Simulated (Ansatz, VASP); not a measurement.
## AlN in VASP and in Ansatz

```
Al N
1.0
     3.11100    0.00000    0.00000
    -1.55550    2.69421    0.00000
     0.00000    0.00000    5.12734
Al N
2 2
Direct
  0.33333 0.66667 0.00000
  0.66667 0.33333 0.50000
  0.33333 0.66667 0.38500
  0.66667 0.33333 0.88500
```

Change from the starting cell: strain +0.000 along x and y, +0.030 along z, atoms carried along.

Alike in both runs: task single point; functional LDA; k mesh 9 × 9 × 6; occupations gaussian, width 0.05 eV; no spin polarisation.

|  | VASP | Ansatz |
| --- | --- | --- |
| version | VASP 6.6.1 | Ansatz 0.2.0 |
| potentials or method | VASP PAW LDA potentials, release 64 (Al, N), cutoff 520 eV | scalar-relativistic, plane waves, PAW |
| valence electrons in the cell | 16 | 16 |

VASP gave:

| Property | Result |
| --- | --- |
| gap on the k mesh at the Fermi level (eV) | 3.99 |
| least direct gap on the mesh (eV) | 3.99 |
| pressure (GPa) | -8.7 |
| traceless stress, the component that is largest in VASP (GPa) | -7.38 |
| rms of the force components (eV/Å) | 0.237 |

Q: What did Ansatz give for the same quantities?

A: gap on the k mesh at the Fermi level (eV): 3.98; least direct gap on the mesh (eV): 3.98; pressure (GPa): -9.1; traceless stress, the component that is largest in VASP (GPa): -7.20; rms of the force components (eV/Å): 0.229.

LDA's correlation is that of Perdew and Zunger in VASP and of Perdew and Wang (1992) in Ansatz. Atom by atom the forces differ by 0.008 eV/Å (rms over components).
